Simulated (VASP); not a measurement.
Here is a VASP 6.6.1 calculation.

Contents of POSCAR:

```
SiO2
1.0
    7.0404823903      0.0000000000      0.0000000000
    0.0000000000      6.9127619738      0.0000000000
    0.0000000000      0.0000000000      7.0405421668
Si O
8 16
Direct
    0.4998007510      0.4999440195      0.4473626718
    0.0001992490      0.5000559805      0.9473626718
    0.5001992490      0.9999440195      0.0526373282
    0.9998007510      0.0000559805      0.5526373282
    0.6973621507      0.7498010727      0.7500947705
    0.8026378493      0.2501989273      0.2500947705
    0.3026378493      0.2498010727      0.7499052295
    0.1973621507      0.7501989273      0.2499052295
    0.5640236770      0.6813299762      0.5764490020
    0.9359763230      0.3186700238      0.0764490020
    0.4359763230      0.1813299762      0.9235509980
    0.0640236770      0.8186700238      0.4235509980
    0.1736700108      0.0682581858      0.6858402484
    0.3263299892      0.9317418142      0.1858402484
    0.8263299892      0.5682581858      0.8141597516
    0.6736700108      0.4317418142      0.3141597516
    0.0644641611      0.6818748923      0.0758513788
    0.4355358389      0.3181251077      0.5758513788
    0.9355358389      0.1818748923      0.4241486212
    0.5644641611      0.8181251077      0.9241486212
    0.6740344592      0.0685339657      0.1856690253
    0.8259655408      0.9314660343      0.6856690253
    0.3259655408      0.5685339657      0.3143309747
    0.1740344592      0.4314660343      0.8143309747
```

File INCAR.step1:

```
SYSTEM = SiO2
PREC     = Accurate       ! precision mode
ENCUT    = 520            ! plane-wave cutoff, eV
ISMEAR   = 0              ! smearing method
SIGMA    = 0.02           ! smearing width, eV
LREAL    = Auto         
LASPH    = .TRUE.         ! aspherical terms in the spheres
NELM     = 80             ! most SCF steps
NBANDS   = 82             ! bands
GGA      = PE             ! functional
ALGO     = Normal         ! electronic algorithm
EDIFF    = 1E-4           ! SCF threshold, eV
LWAVE    = .TRUE.         ! write WAVECAR
LCHARG   = .FALSE.        ! write CHGCAR
```

The input INCAR.step2:

```
SYSTEM = SiO2
PREC     = Accurate       ! precision mode
ENCUT    = 520            ! plane-wave cutoff, eV
EDIFF    = 1E-6           ! SCF threshold, eV
ISMEAR   = 0              ! smearing method
SIGMA    = 0.02           ! smearing width, eV
LREAL    = Auto         
LASPH    = .TRUE.         ! aspherical terms in the spheres
NELM     = 80             ! most SCF steps
ALGO     = Normal         ! electronic algorithm
ISIF     = 2              ! what is computed and relaxed
LWAVE    = .FALSE.        ! write WAVECAR
LCHARG   = .FALSE.        ! write CHGCAR
METAGGA  = R2SCAN         ! meta-GGA
LMIXTAU  = .TRUE.       
NBANDS   = 82             ! bands
ISTART   = 1
```

Contents of KPOINTS:

```
regular mesh
0
G
  4 4 4
  0 0 0
```

Potentials or basis: VASP PAW PBE potentials, release 64 (Si, O).

Run with:

```sh
$ cat potpaw_PBE.64/Si/POTCAR potpaw_PBE.64/O/POTCAR > POTCAR
$ cp INCAR.step1 INCAR
$ mpirun -np 1 vasp_std > vasp.out
$ cp INCAR.step2 INCAR
$ mpirun -np 1 vasp_std > vasp.out
```

Task: Predict the pressure.

Result: 0.2 GPa.

Task: Estimate the largest force.

Result: 0.030 eV/Å.

Task: Estimate the band gap on the k mesh.

Result: 6.35 eV.

Forces in eV/Å, atoms in the order of the input:
```
Si   0.002  0.000 -0.030
Si  -0.002  0.000 -0.030
Si  -0.002  0.000  0.030
Si   0.002  0.000  0.030
Si  -0.027 -0.002  0.001
Si   0.027  0.002  0.001
Si   0.027 -0.002 -0.001
Si  -0.027  0.002 -0.001
O    0.001  0.000 -0.003
O   -0.001  0.000 -0.003
O   -0.001  0.000  0.003
O    0.001  0.000  0.003
O    0.000  0.007 -0.001
O    0.000 -0.007 -0.001
O    0.000  0.007  0.001
O    0.000 -0.007  0.001
O    0.003 -0.002  0.000
O   -0.003  0.002  0.000
O   -0.003 -0.002  0.000
O    0.003  0.002  0.000
O    0.000  0.006 -0.002
O    0.000 -0.006 -0.002
O    0.000  0.006  0.002
O    0.000 -0.006  0.002
```

Caveat: the PAW data sets were made with another functional, which shifts forces and pressure a little. r2SCAN opens gaps a little over a GGA but as a rule still falls short of measured ones.
